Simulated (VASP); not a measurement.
Here is a VASP 6.6.1 calculation.

INCAR

```
SYSTEM = Eu3Si
ALGO     = Normal         ! electronic algorithm
EDIFF    = 1E-6           ! SCF threshold, eV
ENCUT    = 520            ! plane-wave cutoff, eV
GGA      = PE             ! functional
ISIF     = 2              ! what is computed and relaxed
ISMEAR   = 0              ! smearing method
ISPIN    = 2              ! spin polarisation
LASPH    = .TRUE.         ! aspherical terms in the spheres
LCHARG   = .FALSE.        ! write CHGCAR
LMAXMIX  = 6              ! l up to which the mixer works
LORBIT   = 11             ! projections on sites
LREAL    = .FALSE.        ! projectors in reciprocal space
LWAVE    = .FALSE.        ! write WAVECAR
MAGMOM   = 7 7 7 0        ! initial moments
NBANDS   = 40             ! bands
NELM     = 150            ! most SCF steps
PREC     = Accurate       ! precision mode
SIGMA    = 0.05           ! smearing width, eV
```

File KPOINTS:

```
k-points
0
G
  8 8 8
  0 0 0
```

Contents of POSCAR:

```
Eu3Si
1.0
    4.8379082843      0.0000000000      0.0000000000
    0.0000000000      4.8379082843      0.0000000000
    0.0000000000      0.0000000000      4.8379082843
Eu Si
3 1
Direct
    0.0000000000      0.5000000000      0.5000000000
    0.5000000000      0.5000000000      0.0000000000
    0.5000000000      0.0000000000      0.5000000000
    0.0000000000      0.0000000000      0.0000000000
```

Potentials or basis: VASP PAW PBE potentials, release 64 (Eu, Si).

The run is started by

```sh
$ cat potpaw_PBE.64/Eu/POTCAR potpaw_PBE.64/Si/POTCAR > POTCAR
$ mpirun -np 1 vasp_std > vasp.out
```

Question: What does it give for the site moments?

Answer: Eu +6.68; Si -0.11 μB.

Question: What does it give for the pressure?

Answer: -0.2 GPa.

Caveat: the highest band is partly filled, so the run has too few bands. The state reached can hang on the start; a lower one may exist.
